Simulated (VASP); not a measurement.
Write the native input for VASP 6.6.1 that does the following.

| Item | Value |
| --- | --- |
| Task | single point |
| Functional | r2SCAN |
| Potentials or basis | VASP PAW PBE potentials, release 64 (Hg) |
| Cutoff | 520 eV |
| k mesh | 14 × 14 × 14 |
| Occupations | gaussian, width 0.05 eV |
| Spin | no spin polarisation |
| Dipole correction | no |
| Further INCAR settings | ALGO = Normal; EDIFF = 1e-06; NBANDS = 12 |

The system is Hg.

```
Hg
1.0
     1.98836    1.14798    1.97699
    -1.98836    1.14798    1.97699
     0.00000   -2.29596    1.97699
Hg
1
Direct
  0.00000 0.00000 0.00000
```

One way to write it, as run:

POSCAR

```
Hg
1.0
    1.9883605374      1.1479804915      1.9769899290
   -1.9883605374      1.1479804915      1.9769899290
    0.0000000000     -2.2959609831      1.9769899290
Hg
1
Direct
    0.0000000000      0.0000000000      0.0000000000
```

INCAR.step1

```
  PREC = Accurate
  ENCUT = 520
  ISMEAR = 0
  SIGMA = 0.05
  LREAL = F
  LASPH = T
  NELM = 100
  NBANDS = 12
  GGA = PE
  ALGO = Normal
  EDIFF = 1E-4
  LWAVE = T
  LCHARG = F
```

INCAR.step2

```
  PREC = Accurate
  ENCUT = 520
  EDIFF = 1E-6
  ISMEAR = 0
  SIGMA = 0.05
  LREAL = F
  LASPH = T
  NELM = 100
  ALGO = Normal
  ISIF = 2
  LWAVE = F
  LCHARG = F
  METAGGA = R2SCAN
  LMIXTAU = T
  NBANDS = 12
  ISTART = 1
```

KPOINTS

```
regular mesh
0
Gamma
  14 14 14
```

Potentials or basis: VASP PAW PBE potentials, release 64 (Hg).

Command:

```bash
$ cat potpaw_PBE.64/Hg/POTCAR > POTCAR
$ cp INCAR.step1 INCAR
$ mpirun -np 1 vasp_std > vasp.out
$ cp INCAR.step2 INCAR
$ mpirun -np 1 vasp_std > vasp.out
```

It gave:

```
Pressure               : 0.2 GPa
Band gap on the k mesh : zero (band 6 reaches 4.63 eV, above the bottom of band 7 at 0.19 eV)
```

Caveat: the PAW data sets were made with another functional, which shifts forces and pressure a little; spin-orbit coupling is left out, which moves the levels of the heavy elements.

Wall time 59 s on 1 thread of Intel(R) Xeon(R) 6975P-C (Granite Rapids) (shared host), peak memory 0.21 GiB.
